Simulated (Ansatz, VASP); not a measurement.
# One calculation of Bi, two programs

File INCAR:

```
PREC     = Accurate       # precision mode
ENCUT    = 520            # plane-wave cutoff, eV
EDIFF    = 1E-8           # SCF threshold, eV
ISMEAR   = -1             # smearing method
SIGMA    = 0.03           # smearing width, eV
LREAL    = F              # projectors in reciprocal space
LASPH    = T              # aspherical terms in the spheres
NELM     = 60             # most SCF steps
ALGO     = Normal         # electronic algorithm
ISIF     = 2              # what is computed and relaxed
LWAVE    = F              # write WAVECAR
LCHARG   = F              # write CHGCAR
GGA      = PE             # functional
LEFG     = T            
NBANDS   = 22             # bands
```

KPOINTS

```
Automatic mesh
0
Gamma
  9 9 3
```

File POSCAR:

```
Bi
1.0
    4.4620532262      0.0000000000      0.0000000000
   -2.2310266131      3.8642514470      0.0000000000
    0.0000000000      0.0000000000     11.6284697350
Bi
2
Direct
    0.3333333333      0.6666666667      0.2500000000
    0.6666666667      0.3333333333      0.7500000000
```

Input for Ansatz:

```yaml
crystal:
  lattice:
    - [4.4620532262, 0.0, 0.0]
    - [-2.2310266131, 3.864251447, 0.0]
    - [0.0, 0.0, 11.628469735]
  atoms:
    - { symbol: Bi, position: [0.3333333333, 0.6666666667, 0.25] }
    - { symbol: Bi, position: [0.6666666667, 0.3333333333, 0.75] }
kpoints:
  mp_grid: { grid: [9, 9, 3] }
scf:
  occupations: { method: fermi_dirac, width: 0.03 }
hamiltonian:
  xc: pbe
  pseudopotentials: { kind: paw }
output:
  forces: true
  stress: true
  eigenvalues: true
  efg: { contact_densities: true }
```

Change from the starting cell: volume scaled by 0.95, PAW files.

Alike in both runs: task electric field gradients; functional PBE; k mesh 9 × 9 × 3; occupations fermi-dirac, width 0.03 eV; no spin polarisation.

|  | VASP | Ansatz |
| --- | --- | --- |
| version | VASP 6.6.1 | Ansatz 0.2.0 |
| potentials or method | VASP PAW PBE potentials, release 64 (Bi_d) | PAW with Ansatz's default frozen-core files, scalar-relativistic |
| plane-wave cutoff (eV) | 520 | 420 |
| valence electrons in the cell | 30 | 30 |

VASP gave:

- pressure (GPa): -3.6
- traceless stress, the component that is largest in VASP (GPa): 3.16
- size of Vzz on the site where it differs most (V/Å²): 126.8

Task: What did Ansatz give for the same quantities?

Result: Pressure (GPa): -3.5; traceless stress, the component that is largest in VASP (GPa): 3.17; size of Vzz on the site where it differs most (V/Å²): 120.6.

The functional is the same, so the differences come from potentials, cutoffs and numerics.

Spin-orbit coupling is off throughout.
